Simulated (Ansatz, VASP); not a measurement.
## TaN: VASP beside Ansatz

```
Ta N
1.0
     2.90640    0.00000    0.00000
    -1.45320    2.51701    0.00000
     0.00000    0.00000    2.85230
Ta N
1 1
Cartesian
  0.0000 0.0000 1.4262
  1.4532 0.8390 0.0000
```

Alike in both runs: functional LDA; k mesh 9 × 9 × 8; occupations gaussian, width 0.1 eV; no spin polarisation.

Ansatz relaxed the structure, and its values are those at the end. VASP's run is a single point on that final structure, the one shown.

```csv
,VASP,Ansatz
version,VASP 6.6.1,Ansatz 0.2.0
potentials or method,"VASP PAW LDA potentials, release 64 (Ta_sv_GW, N), cutoff 700 eV","scalar-relativistic, plane waves, PAW"
valence electrons in the cell,18,18
```

|  | VASP | Ansatz | Ansatz less VASP |
| --- | --- | --- | --- |
| gap on the k mesh at the Fermi level (eV) | none | none | - |
| pressure (GPa) | 1.1 | -0.1 | -1.19 |

Ansatz warns that its potentials were made for another functional, while VASP's fit it. LDA's correlation is that of Perdew and Zunger in VASP and of Perdew and Wang (1992) in Ansatz. A gap of «none» marks a metal or a gap that the smearing closes.

Neither program's run includes spin-orbit coupling.
